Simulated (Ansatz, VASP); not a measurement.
## One calculation of CdTe, two programs

```
CELL_PARAMETERS angstrom
0.00000 3.24477 3.24477
3.24477 0.00000 3.24477
3.24477 3.24477 0.00000
ATOMIC_POSITIONS crystal
Cd 0.00000 0.00000 0.00000
Te 0.75000 0.75000 0.75000
```

Alike in both runs: task single point; functional PBEsol; k mesh 6 × 6 × 6; occupations gaussian, width 0.02 eV; no spin polarisation.

```csv
,VASP,Ansatz
version,VASP 6.6.1,Ansatz 0.2.0
potentials or method,"VASP PAW PBE potentials, release 64 (Cd, Te), cutoff 500 eV","scalar-relativistic, plane waves, PAW"
valence electrons in the cell,18,36
```

```csv
,VASP,Ansatz,Ansatz less VASP
gap on the k mesh at the Fermi level (eV),0.65,0.64,-0.004
least direct gap on the mesh (eV),0.65,0.64,-0.004
pressure (GPa),0.2,0.0,-0.16
```

VASP's potentials were made for PBE, not for PBEsol, and Ansatz warns of the same on its side. VASP's potentials hold 18 valence electrons a cell and Ansatz's 36, so a difference there can come from the potentials and not from the codes.

Neither program's run includes spin-orbit coupling.
